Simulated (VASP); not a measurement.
# K3Mg4F12 (a cell with a defect) in VASP: single point with PBEsol

Aim: the single point of K3Mg4F12 (a cell with a defect) with PBEsol.

Everything below comes from runs of VASP 6.6.1. Logs are shortened: lines on timing, memory, paths and dates and some standing lists are left out, and cuts for length are marked.

### 1 The cell of the first run

The cell holds a defect, 19 atoms: a = 6.912 Å, b = 6.912 Å, c = 6.912 Å, α = 109.47°, β = 109.47°, γ = 109.47°.

### 2 Single point, PBEsol

INCAR reads:

```
SYSTEM = K3Mg4F12
PREC     = Accurate       ! precision mode
ENCUT    = 520            ! plane-wave cutoff, eV
EDIFF    = 1E-6           ! SCF threshold, eV
ISMEAR   = 0              ! smearing method
SIGMA    = 0.05           ! smearing width, eV
LREAL    = Auto         
LASPH    = .TRUE.         ! aspherical terms in the spheres
NELM     = 60             ! most SCF steps
ALGO     = Normal         ! electronic algorithm
ISIF     = 2              ! what is computed and relaxed
LWAVE    = .FALSE.        ! write WAVECAR
LCHARG   = .FALSE.        ! write CHGCAR
GGA      = PS             ! functional
NELECT   = 120.0        
NBANDS   = 74             ! bands
```

KPOINTS reads:

```
Automatic mesh
0
G
  4 4 4
  0 0 0
```

POSCAR reads:

```
K3Mg4F12
1.0
   -3.9908822801      3.9908822801      3.9908822801
    3.9908822801     -3.9908822801      3.9908822801
    3.9908822801      3.9908822801     -3.9908822801
K Mg F
3 4 12
Direct
   -0.2499999825     -0.2499999825      0.4999999649
    0.0000000000      0.4999999649      0.0000000000
    0.4999999649      0.0000000000      0.0000000000
    0.4859734925      0.4859734925     -0.0280529447
    0.0140264724      0.0140264724      0.0280529447
    0.0140264724      0.4859734925      0.4999999649
    0.4859734925      0.0140264724      0.4999999649
    0.4627391565      0.7499999474      0.2127391741
    0.0020928956      0.2499999825      0.2520928781
    0.0372608084      0.7499999474      0.7872607558
    0.4979070693      0.2499999825      0.7479070518
    0.7499999474      0.4627391565      0.2127391741
    0.2499999825      0.0020928956      0.2520928781
    0.2499999825      0.4979070693      0.7479070518
    0.7499999474      0.0372608084      0.7872607558
    0.2499999825      0.7499999474      0.4999999649
    0.7499999474      0.2499999825      0.4999999649
    0.7499999474      0.7499999474      0.0000000000
    0.2499999825      0.2499999825      0.0000000000
```

Potentials or basis: VASP PAW PBE potentials, release 64 (K_sv, Mg, F).

Started as:

```console
$ cat potpaw_PBE.64/K_sv/POTCAR potpaw_PBE.64/Mg/POTCAR potpaw_PBE.64/F/POTCAR > POTCAR
$ mpirun -np 1 vasp_std > vasp.out
```

OUTCAR:

```text
SYSTEM = K3Mg4F12
   PREC = Accurate
   ENCUT = 520
   EDIFF = 1E-6
   ISMEAR = 0
   LREAL = Auto
   LASPH = .TRUE.
   NELM = 60
   ISIF = 2
   GGA = PS
   NELECT = 120.0

 ion  position               nearest neighbor table
   1  0.750  0.750  0.500-   8 2.29  12 2.29  10 2.29  15 2.29   4 2.98   5 2.98   7 2.98   6 2.98

   2  0.000  0.500  0.000-   8 2.62  15 2.62  12 2.62  10 2.62  16 2.82  19 2.82  18 2.82  17 2.82
                             9 2.83  13 2.83  14 2.83  11 2.83   5 3.46   4 3.46   6 3.46   7 3.46
   3  0.500  0.000  0.000-  12 2.62  10 2.62   8 2.62  15 2.62  17 2.82  19 2.82  18 2.82  16 2.82
                            13 2.83   9 2.83  11 2.83  14 2.83   5 3.46   4 3.46   7 3.46   6 3.46
   4  0.486  0.486  0.972-  11 1.89  14 1.89  19 2.00  18 2.00  12 2.12   8 2.12   1 2.98   2 3.46
                             3 3.46   3 3.46   2 3.46
   5  0.014  0.014  0.028-   9 1.89  13 1.89  19 2.00  18 2.00  10 2.12  15 2.12   1 2.98   3 3.46
                             2 3.46   2 3.46   3 3.46
   6  0.014  0.486  0.500-   9 1.89  14 1.89  16 2.00  17 2.00  10 2.12  12 2.12   1 2.98   2 3.46
                             3 3.46   3 3.46   2 3.46
   7  0.486  0.014  0.500-  13 1.89  11 1.89  17 2.00  16 2.00  15 2.12   8 2.12   1 2.98   3 3.46
                             2 3.46   2 3.46   3 3.46
   8  0.463  0.750  0.213-   4 2.12   7 2.12   1 2.29   2 2.62   3 2.62
   9  0.002  0.250  0.252-   6 1.89   5 1.89   2 2.83   3 2.83
  10  0.037  0.750  0.787-   6 2.12   5 2.12   1 2.29   3 2.62   2 2.62
  11  0.498  0.250  0.748-   7 1.89   4 1.89   3 2.83   2 2.83
  12  0.750  0.463  0.213-   4 2.12   6 2.12   1 2.29   3 2.62   2 2.62
  13  0.250  0.002  0.252-   7 1.89   5 1.89   3 2.83   2 2.83
  14  0.250  0.498  0.748-   6 1.89   4 1.89   2 2.83   3 2.83
  15  0.750  0.037  0.787-   7 2.12   5 2.12   1 2.29   2 2.62   3 2.62
  16  0.250  0.750  0.500-   6 2.00   7 2.00   2 2.82   3 2.82
  17  0.750  0.250  0.500-   7 2.00   6 2.00   3 2.82   2 2.82
  18  0.750  0.750  0.000-   4 2.00   5 2.00   2 2.82   3 2.82
  19  0.250  0.250  0.000-   4 2.00   5 2.00   2 2.82   3 2.82

  LATTYP: Found a body centered cubic cell.
 ALAT       =     7.9817645602

  Lattice vectors:

 A1 = (  -3.9908822801,   3.9908822801,   3.9908822801)
 A2 = (   3.9908822801,  -3.9908822801,   3.9908822801)
 A3 = (   3.9908822801,   3.9908822801,  -3.9908822801)

Analysis of symmetry for initial positions (statically):
=====================================================================
 Subroutine PRICEL returns:
 Original cell was already a primitive cell.

 Routine SETGRP: Setting up the symmetry group for a
 body centered cubic supercell.

 Subroutine GETGRP returns: Found 16 space group operations
 (whereof  4 operations were pure point group operations)
 out of a pool of 48 trial point group operations.

The static configuration has the point symmetry C_2v.
 The point group associated with its full space group is D_4h.

Analysis of symmetry for dynamics (positions and initial velocities):
=====================================================================
 Subroutine PRICEL returns:
 Original cell was already a primitive cell.

 Routine SETGRP: Setting up the symmetry group for a
 body centered cubic supercell.

 Subroutine GETGRP returns: Found 16 space group operations
 (whereof  4 operations were pure point group operations)
 out of a pool of 48 trial point group operations.

The dynamic configuration has the point symmetry C_2v.
 The point group associated with its full space group is D_4h.

 Subroutine INISYM returns: Found 16 space group operations
 (whereof  4 operations are pure point group operations),
 and found     1 'primitive' translations

----------------------------------------------------------------------------------------

                                     Primitive cell

  volume of cell :     254.2534

  direct lattice vectors                    reciprocal lattice vectors
    -3.990882280  3.990882280  3.990882280     0.000000000  0.125285580  0.125285580
     3.990882280 -3.990882280  3.990882280     0.125285580  0.000000000  0.125285580
     3.990882280  3.990882280 -3.990882280     0.125285580  0.125285580  0.000000000

  length of vectors
     6.912410876  6.912410876  6.912410876     0.177180566  0.177180566  0.177180566

  position of ions in fractional coordinates (direct lattice)
     0.750000017  0.750000017  0.499999965
     0.000000000  0.499999965  0.000000000
     0.499999965  0.000000000  0.000000000
     0.485973493  0.485973493  0.971947055
     0.014026472  0.014026472  0.028052945
[... 49 lines left out ...]
     0.031321395  0.000000000  0.031321395     0.000000000  0.250000000  0.000000000
     0.031321395  0.031321395  0.000000000     0.000000000  0.000000000  0.250000000

  Length of vectors
     0.044295141  0.044295141  0.044295141

  Shift w.r.t. Gamma in fractional coordinates (k-lattice)
     0.000000000  0.000000000  0.000000000

 Subroutine IBZKPT returns following result:
 ===========================================

 Found     13 irreducible k-points:

 Following reciprocal coordinates:
            Coordinates               Weight
  0.000000  0.000000  0.000000      1.000000
  0.250000  0.000000  0.000000      8.000000
  0.000000  0.000000  0.250000      4.000000
  0.500000  0.000000  0.000000      4.000000
  0.000000  0.000000  0.500000      2.000000
  0.250000  0.250000  0.000000      8.000000
  0.000000  0.250000  0.250000     16.000000
  0.250000  0.250000  0.250000      2.000000
 -0.250000  0.250000  0.250000      4.000000
  0.250000  0.250000 -0.250000      2.000000
  0.500000  0.500000  0.250000      4.000000
  0.250000  0.500000  0.500000      8.000000
  0.500000  0.500000  0.500000      1.000000
   k-points           NKPTS =     13   k-points in BZ     NKDIM =     13   number of bands    NBANDS=     74
   number of dos      NEDOS =    301   number of ions     NIONS =     19
   total plane-waves  NPLWV = 157464
   dimension x,y,z NGX =    54 NGY =   54 NGZ =   54
   dimension x,y,z NGXF=   108 NGYF=  108 NGZF=  108
   ions per type =               3   4  12
   NGX,Y,Z   is equivalent  to a cutoff of  12.99, 12.99, 12.99 a.u.
   NGXF,Y,Z  is equivalent  to a cutoff of  25.97, 25.97, 25.97 a.u.
 SYSTEM =  K3Mg4F12
   PREC   = accura    normal or accurate (medium, high low for compatibility)
   ISTART =      0    job   : 0-new  1-cont  2-samecut
   ICHARG =      2    charge: 1-file 2-atom 10-const
   ISPIN  =      1    spin polarized calculation?
   LNONCOLLINEAR =      F non collinear calculations
   LSORBIT =      F    spin-orbit coupling
   LASPH  =      T    aspherical Exc in radial PAW
   ENCUT  =  520.0 eV  38.22 Ry    6.18 a.u.  12.85 12.85 12.85*2*pi/ulx,y,z
   NELM   =     60;   NELMIN=  2; NELMDL= -5     # of ELM steps
   EDIFF  = 0.1E-05   stopping-criterion for ELM
   LREAL  =      T    real-space projection
   EDIFFG = 0.1E-04   stopping-criterion for IOM
   NSW    =      0    number of steps for IOM
   IBRION =     -1    ionic relax: 0-MD 1-quasi-New 2-CG
   NFREE  =      0    steps in history (QN), initial steepest desc. (CG)
   ISIF   =      2    stress and relaxation
   ISYM   =      2    0-nonsym 1-usesym 2-fastsym
   POTIM  = 0.5000    time-step for ionic-motion
   TEBEG  =    0.0;   TEEND  =   0.0 temperature during run
   PSTRESS=    0.0 pullay stress
   NELECT =     120.0000    total number of electrons
   NUPDOWN=      -1.0000    fix difference up-down
   EMIN   =  10.00;   EMAX   =-10.00  energy-range for DOS
   EFERMI =   0.00;   METHOD = LEGACY
   ISMEAR =     0;   SIGMA  =   0.05  broadening in eV -4-tet -1-fermi 0-gaus
   EFERMI_NEDOS =   21; number of points for ismear=-14 and -15
   IALGO  =     38    algorithm
   IMIX   =      4    mixing-type and parameters
     AMIX     =   0.40;   BMIX     =  1.00
     AMIX_MAG =   1.60;   BMIX_MAG =  1.00
  volume/ion in A,a.u.               =      13.38        90.30
  Fermi-wavevector in a.u.,A,eV,Ry     =   1.274617  2.408677 22.104681  1.624648
  Thomas-Fermi vector in A             =   2.407375
   LORBIT       =      0    0 simple, 1 ext, 2 COOP (PROOUT), +10 PAW based schemes
   GGA     = PS    functional components
   LHFCALC =     F    Hartree Fock is set to
   AEXX    =    0.0000 exact exchange contribution
   IVDW    =     0    specifies the selected vdW correction
   LEPSILON=     F    determine dielectric tensor
   LRPA    =     F    only Hartree local field effects (RPA)
 non-spin polarized calculation
 Gauss-broadening in eV      SIGMA  =   0.05
  energy-cutoff  :      520.00
  volume of cell :      254.25
 maximum number of plane-waves:      6866
 NGX is ok and might be reduce to    54
   NGX = 25   NGY = 25   NGZ = 25

 number of electron     119.9999880 magnetization

 Free energy of the ion-electron system (eV)
  ---------------------------------------------------
  ext. energy  EPLUGINS =         0.00000000
  ---------------------------------------------------
  free energy    TOTEN  =       -93.43946214 eV

  energy without entropy =      -93.43946214  energy(sigma->0) =      -93.43946214

 E-fermi :  -1.8108     XC(G=0):  -9.3922

 val. band max:       -2.1043993784   @ k =   0.0000   0.0000   0.0000
 cond. band min:       4.5316938131   @ k =   0.0000   0.0000   0.0000
 fundamental gap:      6.6360931915
 Fermi energy:        -1.8107695751

 k-point     1 :       0.0000    0.0000    0.0000
  band No.  band energies     occupation
      1     -28.2263      2.00000
      2     -27.5272      2.00000
      3     -27.4926      2.00000
      4     -22.2209      2.00000
      5     -22.0400      2.00000
      6     -22.0270      2.00000
[... 964 lines left out ...]
     71       9.2815      0.00000
     72       9.2815      0.00000
 [bands above 72 left out]

------------------------ aborting loop because EDIFF is reached ----------------------------------------

  FORCE on cell =-STRESS in cart. coord.  units (eV):
  Direction    XX          YY          ZZ          XY          YZ          ZX
  --------------------------------------------------------------------------------------
  -------------------------------------------------------------------------------------
  Total       14.4530422     14.4530422      1.9935336     -0.0000000      0.0000000     -0.0000000
  in kB       91.0758240     91.0758240     12.5622493     -0.0000000      0.0000000     -0.0000000
  external PRESSURE =      64.9046325 kB  Pullay stress =       0.0000000 kB

 VOLUME and BASIS-vectors are now :
 -----------------------------------------------------------------------------
  energy-cutoff  :      520.00
  volume of cell :      254.25
      direct lattice vectors                 reciprocal lattice vectors
    -3.990882280  3.990882280  3.990882280     0.000000000  0.125285580  0.125285580
     3.990882280 -3.990882280  3.990882280     0.125285580  0.000000000  0.125285580
     3.990882280  3.990882280 -3.990882280     0.125285580  0.125285580  0.000000000

 POSITION                                       TOTAL-FORCE (eV/Angst)
 -----------------------------------------------------------------------------------
      1.99544      1.99544      3.99088        -0.000000     -0.000000      0.000000
      1.99544     -1.99544      1.99544        -0.000000     -0.000000     -0.000000
     -1.99544      1.99544      1.99544        -0.000000     -0.000000      0.000000
      3.87893      3.87893     -0.00000        -0.002016     -0.002016      0.000000
      0.11196      0.11196      0.00000         0.002016      0.002016     -0.000000
      3.87893      0.11196      0.00000        -0.002016      0.002016     -0.000000
[... 11 lines left out ...]
      0.00000      0.00000      5.98632        -0.000000     -0.000000     -0.000000
      0.00000      0.00000      1.99544        -0.000000     -0.000000      0.000000
 -----------------------------------------------------------------------------------
    total drift:                                0.001253      0.001253      0.005867

  FREE ENERGIE OF THE ION-ELECTRON SYSTEM (eV)
  ---------------------------------------------------
  free  energy   TOTEN  =       -93.4394621415 eV

  energy  without entropy=      -93.4394621415  energy(sigma->0) =      -93.43946214
```

Wall time 4.6 min (1 thread of Intel Xeon 6975P-C (Granite Rapids), shared host); peak memory 0.46 GiB.

What came out:

| Item | Value |
| --- | --- |
| Free energy | -93.4395 eV |
| Largest force | 0.041 eV/Å |

Forces in eV/Å, atoms in the order of the input:
```
K    0.000  0.000  0.000
K    0.000  0.000  0.000
K    0.000  0.000  0.000
Mg  -0.002 -0.002  0.000
Mg   0.002  0.002  0.000
Mg  -0.002  0.002  0.000
Mg   0.002 -0.002  0.000
F    0.000 -0.041  0.000
F    0.000  0.017  0.000
F    0.000  0.041  0.000
F    0.000 -0.017  0.000
F   -0.041  0.000  0.000
F    0.017  0.000  0.000
F   -0.017  0.000  0.000
F    0.041  0.000  0.000
F    0.000  0.000  0.000
F    0.000  0.000  0.000
F    0.000  0.000  0.000
F    0.000  0.000  0.000
```

Caveat: the cell carries a net charge on a neutralising background, which shifts energy and pressure; the cell is charged against a uniform background, so pressure and absolute levels hang on convention; the PAW data sets were made with another functional, which shifts forces and pressure a little.
